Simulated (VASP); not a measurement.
# K3H8 (P4/mmm) in VASP: further runs

K3H8 is run at these levels: PBE; tasks: single point, relaxation of cell and atoms.

All numbers are computed with VASP 6.6.1; they aren't measurements. Logs are shortened: lines on timing, memory, paths and dates and some standing lists are left out, and cuts for length are marked.

## 1. The cell of the first run

Symmetry: P4/mmm, No. 123, tetragonal system. The conventional cell has a = 7.592 Å, b = 7.592 Å, c = 7.111 Å, α = 90.00°, β = 90.00°, γ = 90.00°. Within 3.5 Å of K (site symmetry 4/mmm) lie 8 H at 2.66 Å. K (site symmetry mmm) has 8 H at 3.38 to 4.11 Å within 4.4 Å. Within 1.1 Å of H (site symmetry m) lie 1 H at 0.77 Å.

The cell was generated, and may not be a known phase.

## 2. Single point, PBE

INCAR

```
PREC = Accurate ; ENCUT = 500
EDIFF = 1E-6 ; ISMEAR = 0
SIGMA = 0.1 ; LREAL = False
LASPH = True ; NELM = 120
ALGO = Normal ; ISIF = 2
LWAVE = False ; LCHARG = True
GGA = PE ; LELF = True
LVHAR = True ; NBANDS = 28
GGA_COMPAT = False
```

KPOINTS

```
Automatic mesh
0
Gamma
  4 4 4
```

POSCAR

```
K3H8
1.0
    7.5922767625      0.0000000000      0.0000000000
    0.0000000000      7.5922767625      0.0000000000
    0.0000000000      0.0000000000      7.1109219241
K H
3 8
Direct
    0.0000000000      0.0000000000      0.5000000000
    0.0000000000      0.5000000000      0.0000000000
    0.5000000000      0.0000000000      0.0000000000
    0.6535216389      0.0000000000      0.4457501687
    0.3464783611      0.0000000000      0.4457501687
    0.0000000000      0.6535216389      0.4457501687
    0.0000000000      0.3464783611      0.4457501687
    0.3464783611      0.0000000000      0.5542498313
    0.6535216389      0.0000000000      0.5542498313
    0.0000000000      0.6535216389      0.5542498313
    0.0000000000      0.3464783611      0.5542498313
```

Potentials or basis: VASP PAW PBE potentials, release 64 (K_sv, H).

The run is started by

```sh
> cat potpaw_PBE.64/K_sv/POTCAR potpaw_PBE.64/H/POTCAR > POTCAR
> mpirun -np 1 vasp_std > vasp.out
```

OUTCAR:

```text
PREC = Accurate
   ENCUT = 500
   EDIFF = 1E-6
   ISMEAR = 0
   LREAL = False
   LASPH = True
   NELM = 120
   ISIF = 2
   GGA = PE

 ion  position               nearest neighbor table
   1  0.000  0.000  0.500-
   2  0.000  0.500  0.000-
   3  0.500  0.000  0.000-
   4  0.654  0.000  0.446-   9 0.77
   5  0.346  0.000  0.446-   8 0.77
   6  0.000  0.654  0.446-  10 0.77
   7  0.000  0.346  0.446-  11 0.77
   8  0.346  0.000  0.554-   5 0.77
   9  0.654  0.000  0.554-   4 0.77
  10  0.000  0.654  0.554-   6 0.77
  11  0.000  0.346  0.554-   7 0.77

  LATTYP: Found a simple tetragonal cell.
 ALAT       =     7.5922767625
 C/A-ratio  =     0.9365994084

  Lattice vectors:

 A1 = (   7.5922767625,   0.0000000000,   0.0000000000)
 A2 = (   0.0000000000,   7.5922767625,   0.0000000000)
 A3 = (   0.0000000000,   0.0000000000,   7.1109219241)

Analysis of symmetry for initial positions (statically):
=====================================================================
 Subroutine PRICEL returns:
 Original cell was already a primitive cell.

 Routine SETGRP: Setting up the symmetry group for a
 simple tetragonal supercell.

 Subroutine GETGRP returns: Found 16 space group operations
 (whereof 16 operations were pure point group operations)
 out of a pool of 16 trial point group operations.

The static configuration has the point symmetry D_4h.

Analysis of symmetry for dynamics (positions and initial velocities):
=====================================================================
 Subroutine PRICEL returns:
 Original cell was already a primitive cell.

 Routine SETGRP: Setting up the symmetry group for a
 simple tetragonal supercell.

 Subroutine GETGRP returns: Found 16 space group operations
 (whereof 16 operations were pure point group operations)
 out of a pool of 16 trial point group operations.

The dynamic configuration has the point symmetry D_4h.

 Subroutine INISYM returns: Found 16 space group operations
 (whereof 16 operations are pure point group operations),
 and found     1 'primitive' translations

[... 107 lines left out ...]
   EDIFFG = 0.1E-04   stopping-criterion for IOM
   NSW    =      0    number of steps for IOM
   IBRION =     -1    ionic relax: 0-MD 1-quasi-New 2-CG
   NFREE  =      0    steps in history (QN), initial steepest desc. (CG)
   ISIF   =      2    stress and relaxation
   ISYM   =      2    0-nonsym 1-usesym 2-fastsym
   POTIM  = 0.5000    time-step for ionic-motion
   TEBEG  =    0.0;   TEEND  =   0.0 temperature during run
   PSTRESS=    0.0 pullay stress
   NELECT =      35.0000    total number of electrons
   NUPDOWN=      -1.0000    fix difference up-down
   EMIN   =  10.00;   EMAX   =-10.00  energy-range for DOS
   EFERMI =   0.00;   METHOD = LEGACY
   ISMEAR =     0;   SIGMA  =   0.10  broadening in eV -4-tet -1-fermi 0-gaus
   EFERMI_NEDOS =   21; number of points for ismear=-14 and -15
   IALGO  =     38    algorithm
   IMIX   =      4    mixing-type and parameters
     AMIX     =   0.40;   BMIX     =  1.00
     AMIX_MAG =   1.60;   BMIX_MAG =  1.00
  volume/ion in A,a.u.               =      37.26       251.46
  Fermi-wavevector in a.u.,A,eV,Ry     =   0.720899  1.362301  7.070877  0.519695
  Thomas-Fermi vector in A             =   1.810469
   LORBIT       =      0    0 simple, 1 ext, 2 COOP (PROOUT), +10 PAW based schemes
   GGA     = PE    functional components
   LHFCALC =     F    Hartree Fock is set to
   AEXX    =    0.0000 exact exchange contribution
   IVDW    =     0    specifies the selected vdW correction
   LEPSILON=     F    determine dielectric tensor
   LRPA    =     F    only Hartree local field effects (RPA)
 non-spin polarized calculation
 Gauss-broadening in eV      SIGMA  =   0.10
  energy-cutoff  :      500.00
  volume of cell :      409.89
 maximum number of plane-waves:     10440
 NGX is ok and might be reduce to    56
   NGX = 27   NGY = 27   NGZ = 25

 number of electron      34.9999997 magnetization

 Free energy of the ion-electron system (eV)
  ---------------------------------------------------
  ext. energy  EPLUGINS =         0.00000000
  ---------------------------------------------------
  free energy    TOTEN  =       -29.15107179 eV

  energy without entropy =      -29.13930401  energy(sigma->0) =      -29.14518790

 E-fermi :  -0.5786     XC(G=0):  -4.7621

 val. band max:       -0.5852213824   @ k =   0.2500   0.0000   0.5000
 cond. band min:      -0.5395720420   @ k =   0.5000   0.5000   0.2500
 fundamental gap:      0.0456493404
 Fermi energy:        -0.5785679403

 k-point     1 :       0.0000    0.0000    0.0000
  band No.  band energies     occupation
      1     -33.4059      2.00000
      2     -33.0372      2.00000
      3     -33.0369      2.00000
      4     -16.9415      2.00000
      5     -16.9415      2.00000
      6     -16.8636      2.00000
[... 547 lines left out ...]
     27       3.0544      0.00000
     28       3.0703      0.00000

------------------------ aborting loop because EDIFF is reached ----------------------------------------

  FORCE on cell =-STRESS in cart. coord.  units (eV):
  Direction    XX          YY          ZZ          XY          YZ          ZX
  --------------------------------------------------------------------------------------
  -------------------------------------------------------------------------------------
  Total       -0.0986267     -0.0986267     -0.1772857      0.0000000      0.0000000      0.0000000
  in kB       -0.3855096     -0.3855096     -0.6929696      0.0000000      0.0000000      0.0000000
  external PRESSURE =      -0.4879963 kB  Pullay stress =       0.0000000 kB

 VOLUME and BASIS-vectors are now :
 -----------------------------------------------------------------------------
  energy-cutoff  :      500.00
  volume of cell :      409.89
      direct lattice vectors                 reciprocal lattice vectors
     7.592276763  0.000000000  0.000000000     0.131712796  0.000000000  0.000000000
     0.000000000  7.592276763  0.000000000     0.000000000  0.131712796  0.000000000
     0.000000000  0.000000000  7.110921924     0.000000000  0.000000000  0.140628741

 POSITION                                       TOTAL-FORCE (eV/Angst)
 -----------------------------------------------------------------------------------
      0.00000      0.00000      3.55546         0.000000      0.000000      0.000000
      0.00000      3.79614      0.00000         0.000000      0.000000      0.000000
      3.79614      0.00000      0.00000         0.000000      0.000000      0.000000
      4.96172      0.00000      3.16969        -0.002519      0.000000      0.029036
      2.63056      0.00000      3.16969         0.002519     -0.000000      0.029036
      0.00000      4.96172      3.16969         0.000000     -0.002519      0.029036
      0.00000      2.63056      3.16969        -0.000000      0.002519      0.029036
      2.63056      0.00000      3.94123         0.002519     -0.000000     -0.029036
      4.96172      0.00000      3.94123        -0.002519      0.000000     -0.029036
      0.00000      4.96172      3.94123        -0.000000     -0.002519     -0.029036
      0.00000      2.63056      3.94123        -0.000000      0.002519     -0.029036
 -----------------------------------------------------------------------------------
    total drift:                                0.000000      0.000000      0.000000

  FREE ENERGIE OF THE ION-ELECTRON SYSTEM (eV)
  ---------------------------------------------------
  free  energy   TOTEN  =       -29.1510717856 eV

  energy  without entropy=      -29.1393040083  energy(sigma->0) =      -29.14518790
```

OSZICAR:

```text
N       E                     dE             d eps       ncg     rms          rms(c)
DAV:   1     0.200628817358E+03    0.20063E+03   -0.12976E+04  1056   0.890E+02
DAV:   2    -0.108308325302E+02   -0.21146E+03   -0.20785E+03  1200   0.248E+02
DAV:   3    -0.308065593798E+02   -0.19976E+02   -0.19843E+02  1584   0.614E+01
DAV:   4    -0.315620004717E+02   -0.75544E+00   -0.75131E+00  1532   0.118E+01
DAV:   5    -0.316020046444E+02   -0.40004E-01   -0.39983E-01  1524   0.206E+00    0.895E+00
DAV:   6    -0.297995006732E+02    0.18025E+01   -0.16293E+00  1184   0.295E+00    0.490E+00
DAV:   7    -0.291357194334E+02    0.66378E+00   -0.19489E+00  1248   0.341E+00    0.914E-01
DAV:   8    -0.291485928611E+02   -0.12873E-01   -0.11417E-01  1372   0.104E+00    0.272E-01
DAV:   9    -0.291493188675E+02   -0.72601E-03   -0.47032E-03  1300   0.227E-01    0.186E-01
DAV:  10    -0.291500832186E+02   -0.76435E-03   -0.17921E-03  1136   0.148E-01    0.503E-02
DAV:  11    -0.291505433525E+02   -0.46013E-03   -0.10315E-03  1200   0.743E-02    0.400E-02
DAV:  12    -0.291509519367E+02   -0.40858E-03   -0.57743E-04  1148   0.464E-02    0.125E-02
DAV:  13    -0.291510264824E+02   -0.74546E-04   -0.85374E-05  1080   0.188E-02    0.814E-03
DAV:  14    -0.291510660835E+02   -0.39601E-04   -0.69572E-05   936   0.158E-02    0.386E-03
DAV:  15    -0.291510699407E+02   -0.38573E-05   -0.51394E-06   940   0.520E-03    0.196E-03
DAV:  16    -0.291510718028E+02   -0.18620E-05   -0.48808E-06   808   0.436E-03    0.873E-04
DAV:  17    -0.291510717856E+02    0.17199E-07   -0.31821E-07  1012   0.135E-03
   1 F= -.29151072E+02 E0= -.29145188E+02  d E =-.117678E-01
```

stdout:

```text
POSCAR found type information on POSCAR K H
 POSCAR found :  2 types and      11 ions
 scaLAPACK will be used
 LDA part: xc-table for (Slater+PW92), standard interpolation
 POSCAR, INCAR and KPOINTS ok, starting setup
 FFT: planning ... GRIDC
 FFT: planning ... GRID_SOFT
 FFT: planning ... GRID
 WAVECAR not read
 entering main loop
```

It took 2.1 min on 1 thread of Intel Xeon 6975P-C (Granite Rapids), shared host; peak memory 0.47 GiB.

Results:

```yaml
Free_energy: -29.1511 eV
Pressure: 0.0 GPa
Largest_force: 0.029 eV/Å
Band_gap_on_the_k_mesh: zero (an odd number of electrons rules out a gap without spin polarisation)
```

Forces on the atoms (eV/Å):
```
K    0.000  0.000  0.000
K    0.000  0.000  0.000
K    0.000  0.000  0.000
H   -0.003  0.000  0.029
H    0.003  0.000  0.029
H    0.000 -0.003  0.029
H    0.000  0.003  0.029
H    0.003  0.000 -0.029
H   -0.003  0.000 -0.029
H    0.000 -0.003 -0.029
H    0.000  0.003 -0.029
```

Caveat: an odd number of electrons without spin polarisation forces a metal; a magnetic or distorted state may lie lower.

## 3. Relaxation of cell and atoms, PBE

This run uses another cell than the first one, of 16.20 Å³/atom.

INCAR

```
SYSTEM = K3H8
PREC = Accurate
ENCUT = 500
EDIFF = 1E-7
ISMEAR = 0
SIGMA = 0.1
LREAL = .False.
LASPH = .True.
NELM = 120
ALGO = Normal
ISIF = 3
LWAVE = .False.
LCHARG = .False.
GGA = PE
IBRION = 2
NSW = 90
EDIFFG = -0.04
GGA_COMPAT = .False.
NELMIN = 4
```

KPOINTS

```
Automatic mesh
0
Gamma
  4 4 4
  0 0 0
```

POSCAR

```
K3H8
1.0
    5.6904461900      0.0000000000      0.0000000000
    0.0000000000      5.6904461900      0.0000000000
    0.0000000000      0.0000000000      5.5046975100
K H
3 8
Direct
    0.0000000000      0.0000000000      0.5000000000
    0.0000000000      0.5000000000      0.0000000000
    0.5000000000      0.0000000000      0.0000000000
    0.6660835600      0.0000000000      0.4121656200
    0.3339164400      0.0000000000      0.4121656200
    0.0000000000      0.6660835600      0.4121656200
    0.0000000000      0.3339164400      0.4121656200
    0.3339164400      0.0000000000      0.5878343800
    0.6660835600      0.0000000000      0.5878343800
    0.0000000000      0.6660835600      0.5878343800
    0.0000000000      0.3339164400      0.5878343800
```

Potentials or basis: VASP PAW PBE potentials, release 64 (K_sv, H).

The run is started by

```sh
> cat potpaw_PBE.64/K_sv/POTCAR potpaw_PBE.64/H/POTCAR > POTCAR
> mpirun -np 1 vasp_std > vasp.out
```

Run time: 12 min. Hardware: 1 thread of Intel Xeon 6975P-C (Granite Rapids), shared host; peak memory 0.29 GiB.

Results (log left out):

```
Free energy                           : -28.6470 eV
Relaxed volume                        : 31.56 Å³/atom
Relaxed cell                          : a = 7.211 Å, b = 7.211 Å, c = 6.678 Å, α = 90.00°, β = 90.00°, γ = 90.00°
Space group after relaxing (to 0.1 Å) : P4/mmm (No. 123)
Energy gained by relaxing             : 499.0 meV/atom
Ionic steps                           : 25
Pressure after relaxing               : 0.0 GPa
Largest force after relaxing          : 0.027 eV/Å
Band gap on the k mesh                : zero (an odd number of electrons rules out a gap without spin polarisation)
```

Forces in eV/Å, atoms in the order of the input:
```
K    0.000  0.000  0.000
K    0.000  0.000  0.000
K    0.000  0.000  0.000
H   -0.027  0.000  0.004
H    0.027  0.000  0.004
H    0.000 -0.027  0.004
H    0.000  0.027  0.004
H    0.027  0.000 -0.004
H   -0.027  0.000 -0.004
H    0.000 -0.027 -0.004
H    0.000  0.027 -0.004
```

Stress tensor (GPa, compression positive):
```
 0.02  0.00  0.00
 0.00  0.02  0.00
 0.00  0.00 -0.15
```

The path:
```csv
step,energy change (eV),largest force (eV/Å),pressure (GPa),volume (Å³)
1,0.0000,2.5376,10.48,178.25
2,-3.5595,0.5253,6.95,206.62
3,-3.6641,1.9712,7.04,213.33
4,-4.9241,1.0473,1.39,263.62
5,-4.9281,1.2820,0.92,270.86
6,-5.3277,0.1944,0.49,312.92
7,-5.3305,0.2510,0.49,317.17
8,-5.3720,0.2531,0.05,330.70
9,-5.3767,0.3860,-0.15,337.63
10,-5.4051,0.1536,-0.15,346.76
11,-5.4108,0.1597,-0.14,352.82
12,-5.4262,0.1000,-0.25,356.30
13,-5.4378,0.3018,-0.47,363.73
14,-5.4457,0.2346,-0.44,364.80
15,-5.4583,0.0400,-0.37,367.73
16,-5.4594,0.0546,-0.33,368.84
17,-5.4627,0.0332,-0.33,367.77
18,-5.4712,0.0357,-0.32,364.55
19,-5.4802,0.1624,-0.28,358.14
20,-5.4842,0.0602,-0.20,356.16
21,-5.4860,0.0797,-0.10,353.68
22,-5.4869,0.0722,-0.08,352.42
23,-5.4885,0.0515,-0.03,348.66
24,-5.4886,0.0443,-0.01,347.09
25,-5.4891,0.0272,-0.04,347.21
```

Final structure:
```
K H
1.0
     7.21058    0.00000    0.00000
     0.00000    7.21058    0.00000
     0.00000    0.00000    6.67810
K H
3 8
Direct
  0.00000 0.00000 0.50000
  0.00000 0.50000 0.00000
  0.50000 0.00000 0.00000
  0.65275 0.00000 0.44191
  0.34725 0.00000 0.44191
  0.00000 0.65275 0.44191
  0.00000 0.34725 0.44191
  0.34725 0.00000 0.55809
  0.65275 0.00000 0.55809
  0.00000 0.65275 0.55809
  0.00000 0.34725 0.55809
```

Levels at points of the mesh, in eV from the Fermi level:
| k point | band 14 | band 15 | band 16 | band 17 | band 18 | band 19 | band 20 | band 21 | band 22 | band 23 |
| --- | --- | --- | --- | --- | --- | --- | --- | --- | --- | --- |
| (0.00, 0.00, 0.00) | -9.45 | -7.91 | -7.91 | -0.91 | 0.19 | 1.05 | 1.52 | 1.52 | 1.57 | 1.57 |
| (0.50, 0.00, 0.00) | -9.37 | -8.14 | -7.91 | -0.31 | -0.15 | 0.54 | 0.57 | 1.37 | 1.66 | 2.12 |
| (0.50, 0.50, 0.00) | -9.37 | -8.29 | -8.01 | 0.08 | 0.19 | 0.67 | 0.67 | 0.68 | 0.68 | 1.14 |
| (0.00, 0.00, 0.50) | -9.42 | -7.92 | -7.92 | -1.45 | 0.68 | 1.14 | 1.14 | 1.43 | 1.55 | 2.05 |
| (0.50, 0.00, 0.50) | -9.34 | -8.15 | -7.91 | -0.87 | -0.70 | 1.24 | 1.26 | 1.61 | 1.62 | 1.75 |
| (0.50, 0.50, 0.50) | -9.33 | -8.30 | -8.02 | -0.48 | -0.48 | 0.01 | 0.67 | 0.89 | 1.82 | 2.63 |

Caveat: the volume moved by over 15 % at a fixed basis, so the end points are rough; an odd number of electrons without spin polarisation forces a metal; a magnetic or distorted state may lie lower.

The gap in the log of VASP goes by the Fermi energy; the results here count the filled bands.